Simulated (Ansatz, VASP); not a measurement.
## One calculation of Al, two programs

```
Al
1.0
     0.00000    2.04422    2.02398
     2.04422    0.00000    2.02398
     2.04422    2.04422    0.00000
Al
1
Direct
  0.00000 0.00000 0.00000
```

Change from the starting cell: equal xx and yy strain of +1 %, crystal datasets.

Alike in both runs: task electric field gradients; functional LDA; k mesh 17 × 17 × 17; occupations fermi-dirac, width 0.03 eV; no spin polarisation.

|  | VASP | Ansatz |
| --- | --- | --- |
| version | VASP 6.6.1 | Ansatz 0.2.0 |
| potentials or method | VASP PAW LDA potentials, release 64 (Al), cutoff 520 eV | all-electron PAW with datasets made for the crystal, scalar-relativistic |

|  | VASP | Ansatz | Ansatz less VASP |
| --- | --- | --- | --- |
| pressure (GPa) | -4.9 | -4.9 | -0.02 |
| traceless stress, the component that is largest in VASP (GPa) | -0.24 | -0.24 | 0.000 |
| size of Vzz on the site where it differs most (V/Å²) | 0.4 | 0.4 | -0.05 |

LDA's correlation is that of Perdew and Zunger in VASP and of Perdew and Wang (1992) in Ansatz. Ansatz ran all-electron here, and VASP with PAW potentials.
